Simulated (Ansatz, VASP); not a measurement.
One calculation of GaSb, two programs

```
CELL_PARAMETERS angstrom
0.00000 3.05900 3.05900
3.05900 0.00000 3.05900
3.05900 3.05900 0.00000
ATOMIC_POSITIONS crystal
Sb 0.75000 0.75000 0.75000
Ga 0.00000 0.00000 0.00000
```

Alike in both runs: task electric field gradients; functional PBE; k mesh 8 × 8 × 8; occupations fermi-dirac, width 0.05 eV; no spin polarisation.

|  | VASP | Ansatz |
| --- | --- | --- |
| version | VASP 6.6.1 | Ansatz 0.2.0 |
| potentials or method | VASP PAW PBE potentials, release 64 (Sb, Ga_d), cutoff 520 eV | all-electron PAW datasets made for the crystal |

```csv
,VASP,Ansatz,Ansatz less VASP
gap on the k mesh at the Fermi level (eV),none,none,-
pressure (GPa),2.4,2.3,-0.08
```

A gap of «none» marks a metal or a gap that the smearing closes. Ansatz ran all-electron here, and VASP with PAW potentials.

Spin-orbit coupling is off throughout.
